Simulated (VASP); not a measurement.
# Lu (P6_3/mmc) in VASP: a series of runs

Aim: see how the results for Lu move with the level of theory and the settings. Levels: LDA, PBEsol. Tasks: single point.

Everything below comes from runs of VASP 6.6.1. Logs are shortened: lines on timing, memory, paths and dates and some standing lists are left out, and cuts for length are marked.

## (1) The cell of the first run

Symmetry: P6_3/mmc, No. 194, hexagonal system. The conventional cell has a = 3.510 Å, b = 3.510 Å, c = 5.567 Å, α = 90.00°, β = 90.00°, γ = 120.00°. Within 4.5 Å of Lu (site symmetry -6m2) lie 12 Lu at 3.44 to 3.51 Å.

## (2) Single point, LDA

INCAR

```
SYSTEM = Lu
PREC = Accurate
ENCUT = 520
EDIFF = 1E-7
ISMEAR = -1
SIGMA = 0.03
LREAL = .False.
LASPH = .True.
NELM = 100
ALGO = Normal
ISIF = 2
LWAVE = .False.
LCHARG = .True.
GGA = CA
LELF = .True.
LVHAR = .True.
NBANDS = 32
```

KPOINTS

```
Automatic mesh
0
Gamma
  13 13 8
  0 0 0
```

POSCAR

```
Lu
1.0
    3.5098988894      0.0000000000      0.0000000000
   -1.7549494447      3.0396616030      0.0000000000
    0.0000000000      0.0000000000      5.5666000000
Lu
2
Direct
    0.3333333333      0.6666666667      0.2500000000
    0.6666666667      0.3333333333      0.7500000000
```

Potentials or basis: VASP PAW PBE potentials, release 64 (Lu).

On the command line:

```console
cat potpaw_PBE.64/Lu/POTCAR > POTCAR
mpirun -np 1 vasp_std > vasp.out
```

OUTCAR:

```text
SYSTEM = Lu
   PREC = Accurate
   ENCUT = 520
   EDIFF = 1E-7
   ISMEAR = -1
   LREAL = .False.
   LASPH = .True.
   NELM = 100
   ISIF = 2
   GGA = CA

 ion  position               nearest neighbor table
   1  0.333  0.667  0.250-   2 3.44   2 3.44   2 3.44   2 3.44   2 3.44   2 3.44
   2  0.667  0.333  0.750-   1 3.44   1 3.44   1 3.44   1 3.44   1 3.44   1 3.44

  LATTYP: Found a hexagonal cell.
 ALAT       =     3.5098988894
 C/A-ratio  =     1.5859716121

  Lattice vectors:

 A1 = (   3.5098988894,   0.0000000000,   0.0000000000)
 A2 = (  -1.7549494447,   3.0396616030,   0.0000000000)
 A3 = (   0.0000000000,   0.0000000000,   5.5666000000)

Analysis of symmetry for initial positions (statically):
=====================================================================
 Subroutine PRICEL returns:
 Original cell was already a primitive cell.

 Routine SETGRP: Setting up the symmetry group for a
 hexagonal supercell.

 Subroutine GETGRP returns: Found 24 space group operations
 (whereof 12 operations were pure point group operations)
 out of a pool of 24 trial point group operations.

The static configuration has the point symmetry D_3d.
 The point group associated with its full space group is D_6h.

Analysis of symmetry for dynamics (positions and initial velocities):
=====================================================================
 Subroutine PRICEL returns:
 Original cell was already a primitive cell.

 Routine SETGRP: Setting up the symmetry group for a
 hexagonal supercell.

 Subroutine GETGRP returns: Found 24 space group operations
 (whereof 12 operations were pure point group operations)
 out of a pool of 24 trial point group operations.

The dynamic configuration has the point symmetry D_3d.
 The point group associated with its full space group is D_6h.

 Subroutine INISYM returns: Found 24 space group operations
 (whereof 12 operations are pure point group operations),
 and found     1 'primitive' translations

----------------------------------------------------------------------------------------

                                     Primitive cell

  volume of cell :      59.3895

  direct lattice vectors                    reciprocal lattice vectors
     3.509898889  0.000000000  0.000000000     0.284908492  0.164491995  0.000000000
    -1.754949445  3.039661603  0.000000000     0.000000000  0.328983989  0.000000000
     0.000000000  0.000000000  5.566600000     0.000000000  0.000000000  0.179642870

[... 73 lines left out ...]
 SYSTEM =  Lu
   PREC   = accura    normal or accurate (medium, high low for compatibility)
   ISTART =      0    job   : 0-new  1-cont  2-samecut
   ICHARG =      2    charge: 1-file 2-atom 10-const
   ISPIN  =      1    spin polarized calculation?
   LNONCOLLINEAR =      F non collinear calculations
   LSORBIT =      F    spin-orbit coupling
   LASPH  =      T    aspherical Exc in radial PAW
   ENCUT  =  520.0 eV  38.22 Ry    6.18 a.u.   6.53  6.53 10.35*2*pi/ulx,y,z
   NELM   =    100;   NELMIN=  2; NELMDL= -5     # of ELM steps
   EDIFF  = 0.1E-06   stopping-criterion for ELM
   LREAL  =      F    real-space projection
   EDIFFG = 0.1E-05   stopping-criterion for IOM
   NSW    =      0    number of steps for IOM
   IBRION =     -1    ionic relax: 0-MD 1-quasi-New 2-CG
   NFREE  =      0    steps in history (QN), initial steepest desc. (CG)
   ISIF   =      2    stress and relaxation
   ISYM   =      2    0-nonsym 1-usesym 2-fastsym
   POTIM  = 0.5000    time-step for ionic-motion
   TEBEG  =    0.0;   TEEND  =   0.0 temperature during run
   PSTRESS=    0.0 pullay stress
   NELECT =      50.0000    total number of electrons
   NUPDOWN=      -1.0000    fix difference up-down
   EMIN   =  10.00;   EMAX   =-10.00  energy-range for DOS
   EFERMI =   0.00;   METHOD = LEGACY
   ISMEAR =    -1;   SIGMA  =   0.03  broadening in eV -4-tet -1-fermi 0-gaus
   EFERMI_NEDOS =   21; number of points for ismear=-14 and -15
   IALGO  =     38    algorithm
   IMIX   =      4    mixing-type and parameters
     AMIX     =   0.40;   BMIX     =  1.00
     AMIX_MAG =   1.60;   BMIX_MAG =  1.00
  volume/ion in A,a.u.               =      29.69       200.39
  Fermi-wavevector in a.u.,A,eV,Ry     =   1.545829  2.921194 32.512323  2.389588
  Thomas-Fermi vector in A             =   2.651152
   LORBIT       =      0    0 simple, 1 ext, 2 COOP (PROOUT), +10 PAW based schemes
   GGA     = CA    functional components
   LHFCALC =     F    Hartree Fock is set to
   AEXX    =    0.0000 exact exchange contribution
   IVDW    =     0    specifies the selected vdW correction
   LEPSILON=     F    determine dielectric tensor
   LRPA    =     F    only Hartree local field effects (RPA)
 non-spin polarized calculation
  energy-cutoff  :      520.00
  volume of cell :       59.39
 maximum number of plane-waves:      1640
 NGX is ok and might be reduce to    28
   NGX = 13   NGY = 13   NGZ = 21

 number of electron      49.9999999 magnetization

 Free energy of the ion-electron system (eV)
  ---------------------------------------------------
  ext. energy  EPLUGINS =         0.00000000
  ---------------------------------------------------
  free energy    TOTEN  =       -10.25015309 eV

  energy without entropy =      -10.23937052  energy(sigma->0) =      -10.24476180

 E-fermi :   1.8545     XC(G=0): -10.8805

 val. band max:        1.8525718241   @ k =   0.2308   0.2308   0.3750
 cond. band min:       1.8644255217   @ k =   0.2308   0.1538   0.1250
 fundamental gap:      0.0118536976
 Fermi energy:         1.8544907971

 k-point     1 :       0.0000    0.0000    0.0000
  band No.  band energies     occupation
      1     -54.1071      2.00000
      2     -54.0753      2.00000
      3     -25.2133      2.00000
      4     -24.8095      2.00000
      5     -24.8095      2.00000
      6     -24.7339      2.00000
[... 829 lines left out ...]
     31       5.2166      0.00000
     32       5.2177      0.00000

 [... further k-points ...]
[... 5 lines left out ...]
  --------------------------------------------------------------------------------------
  -------------------------------------------------------------------------------------
  Total       -1.9341444     -1.9341444     -2.4815923      0.0000000      0.0000000      0.0000000
  in kB      -52.1782622    -52.1782622    -66.9470054      0.0000000      0.0000000      0.0000000
  external PRESSURE =     -57.1011766 kB  Pullay stress =       0.0000000 kB

 VOLUME and BASIS-vectors are now :
 -----------------------------------------------------------------------------
  energy-cutoff  :      520.00
  volume of cell :       59.39
      direct lattice vectors                 reciprocal lattice vectors
     3.509898889  0.000000000  0.000000000     0.284908492  0.164491995  0.000000000
    -1.754949445  3.039661603  0.000000000     0.000000000  0.328983989  0.000000000
     0.000000000  0.000000000  5.566600000     0.000000000  0.000000000  0.179642870

 POSITION                                       TOTAL-FORCE (eV/Angst)
 -----------------------------------------------------------------------------------
     -0.00000      2.02644      1.39165        -0.000000      0.000000      0.000000
      1.75495      1.01322      4.17495         0.000000      0.000000      0.000000
 -----------------------------------------------------------------------------------
    total drift:                               -0.000000      0.000000     -0.000000

  FREE ENERGIE OF THE ION-ELECTRON SYSTEM (eV)
  ---------------------------------------------------
  free  energy   TOTEN  =       -10.2501530877 eV

  energy  without entropy=      -10.2393705171  energy(sigma->0) =      -10.24476180
```

OSZICAR:

```text
N       E                     dE             d eps       ncg     rms          rms(c)
DAV:   1     0.247294721203E+03    0.24729E+03   -0.19248E+04  9688   0.507E+03
DAV:   2     0.200838660532E+02   -0.22721E+03   -0.21832E+03  7328   0.559E+02
DAV:   3    -0.763187329880E+01   -0.27716E+02   -0.27260E+02  9536   0.119E+02
DAV:   4    -0.104312722395E+02   -0.27994E+01   -0.27802E+01 10504   0.256E+01
DAV:   5    -0.105087395644E+02   -0.77467E-01   -0.77442E-01 10128   0.459E+00    0.536E+00
DAV:   6    -0.102873746051E+02    0.22136E+00   -0.81617E-01 10256   0.121E+01    0.228E+00
DAV:   7    -0.102545481538E+02    0.32826E-01   -0.12038E-01  9656   0.212E+00    0.545E-01
DAV:   8    -0.102500175767E+02    0.45306E-02   -0.16663E-02 10736   0.978E-01    0.126E-01
DAV:   9    -0.102501506575E+02   -0.13308E-03   -0.17307E-03  9600   0.272E-01    0.111E-01
DAV:  10    -0.102501535353E+02   -0.28779E-05   -0.31008E-04 10168   0.161E-01    0.720E-03
DAV:  11    -0.102501527240E+02    0.81133E-06   -0.13917E-05  9408   0.268E-02    0.972E-03
DAV:  12    -0.102501530756E+02   -0.35157E-06   -0.17040E-06  9304   0.112E-02    0.129E-03
DAV:  13    -0.102501530877E+02   -0.12096E-07   -0.30978E-08  4928   0.213E-03
   1 F= -.10250153E+02 E0= -.10244762E+02  d E =-.107826E-01
```

Run time: 4.9 min. Hardware: 1 thread of Intel Xeon 8259CL, shared host; peak memory 0.28 GiB.

Results:

- Free energy: -10.2502 eV
- Pressure: -5.7 GPa
- Band gap on the k mesh: zero (bands 25 and 26 overlap by 1.65 eV)

Stress tensor (GPa, compression positive):
```
-5.22  0.00  0.00
 0.00 -5.22  0.00
 0.00  0.00 -6.69
```

Caveat: the cell stands under tension; the PAW data sets were made with another functional, which shifts forces and pressure a little; spin-orbit coupling is left out, which moves the levels of the heavy elements.

## (3) Single point, PBEsol

INCAR

```
SYSTEM = Lu
  PREC = Accurate
  ENCUT = 520
  EDIFF = 1E-6
  ISMEAR = -1
  SIGMA = 0.03
  LREAL = .FALSE.
  LASPH = .TRUE.
  NELM = 80
  ALGO = Normal
  ISIF = 2
  LWAVE = .FALSE.
  LCHARG = .FALSE.
  GGA = PS
  NBANDS = 32
```

KPOINTS

```
Automatic mesh
0
G
  13 13 8
  0 0 0
```

POSCAR is that of step 2.

Potentials or basis: VASP PAW PBE potentials, release 64 (Lu).

On the command line:

```console
cat potpaw_PBE.64/Lu/POTCAR > POTCAR
mpirun -np 1 vasp_std > vasp.out
```

Wall time 4.9 min (1 thread of Intel Xeon 8259CL, shared host); peak memory 0.3 GiB.

Results (log left out):

```
Free energy            : -9.8589 eV
Pressure               : -3.2 GPa
Band gap on the k mesh : zero (bands 25 and 26 overlap by 1.72 eV)
```

Stress tensor (GPa, compression positive):
```
-2.85  0.00  0.00
 0.00 -2.85  0.00
 0.00  0.00 -4.04
```

Levels at points of the mesh, in eV from the Fermi level:
| k point | band 21 | band 22 | band 23 | band 24 | band 25 | band 26 | band 27 | band 28 | band 29 | band 30 |
| --- | --- | --- | --- | --- | --- | --- | --- | --- | --- | --- |
| (0.00, 0.00, 0.00) | -4.89 | -4.88 | -4.87 | -2.42 | 0.53 | 2.18 | 2.18 | 2.44 | 2.86 | 2.86 |
| (0.00, 0.00, 0.50) | -4.88 | -4.88 | -4.37 | -4.37 | 1.13 | 1.13 | 2.10 | 2.10 | 2.10 | 2.10 |

Caveat: the cell stands under tension; the PAW data sets were made with another functional, which shifts forces and pressure a little; spin-orbit coupling is left out, which moves the levels of the heavy elements.

## (4) Single point, LDA (30.88 Å³/atom)

This run uses another cell than the first one, of 30.88 Å³/atom.

INCAR

```
SYSTEM = Lu
ALGO = Normal
EDIFF = 1E-7
ENCUT = 520
GGA = CA
ISIF = 2
ISMEAR = -1
LASPH = .TRUE.
LCHARG = .TRUE.
LELF = .TRUE.
LREAL = .FALSE.
LVHAR = .TRUE.
LWAVE = .FALSE.
NBANDS = 32
NELM = 60
PREC = Accurate
SIGMA = 0.03
```

KPOINTS

```
k-points
0
G
  13 13 8
  0 0 0
```

POSCAR

```
Lu
1.0
    3.5560870662      0.0000000000      0.0000000000
   -1.7780435331      3.0796617375      0.0000000000
    0.0000000000      0.0000000000      5.6398531373
Lu
2
Direct
    0.3333333333      0.6666666667      0.2500000000
    0.6666666667      0.3333333333      0.7500000000
```

On the command line:

```console
cat potpaw_PBE.64/Lu/POTCAR > POTCAR
mpirun -np 1 vasp_std > vasp.out
```

Wall time 5 min (1 thread of Intel Xeon 8259CL, shared host); peak memory 0.29 GiB.

It converged, with:

```yaml
Free_energy: -10.1572 eV
Pressure: -6.9 GPa
Band_gap_on_the_k_mesh: zero (bands 25 and 26 overlap by 1.62 eV)
```

Stress tensor (GPa, compression positive):
```
-6.51  0.00  0.00
 0.00 -6.51  0.00
 0.00  0.00 -7.77
```

Levels at points of the mesh, in eV from the Fermi level:
```
           k point  band 22  band 23  band 24  band 25  band 26  band 27  band 28  band 29
(0.00, 0.00, 0.00)    -5.06    -5.06    -2.37     0.53     2.04     2.04     2.29     2.68
(0.00, 0.00, 0.50)    -5.06    -4.28    -4.28     1.07     1.07     1.97     1.97     1.97
```

Caveat: the cell stands under tension; the PAW data sets were made with another functional, which shifts forces and pressure a little; spin-orbit coupling is left out, which moves the levels of the heavy elements.

## (5) Overview

```tsv
level	cell	gap on the mesh (eV)	pressure (GPa)
LDA	a = 3.510, b = 3.510, c = 5.567 Å, angles 90.0, 90.0, 120.0°, 2 atoms	none	-5.7
PBEsol	a = 3.510, b = 3.510, c = 5.567 Å, angles 90.0, 90.0, 120.0°, 2 atoms	none	-3.2
LDA	a = 3.556, b = 3.556, c = 5.640 Å, angles 90.0, 90.0, 120.0°, 2 atoms	none	-6.9
```

Alike in all rows: task single point; potentials or basis VASP PAW PBE potentials, release 64 (Lu); no spin polarisation; k mesh 13 × 13 × 8; cutoff (eV) 520; smearing fermi-dirac 0.03 eV.

Caveats: the cell stands under tension; the PAW data sets were made with another functional, which shifts forces and pressure a little; spin-orbit coupling is left out, which moves the levels of the heavy elements.

Absolute energies hang on the potentials; compare differences alone.

The gap in the log of VASP goes by the Fermi energy; the results here count the filled bands.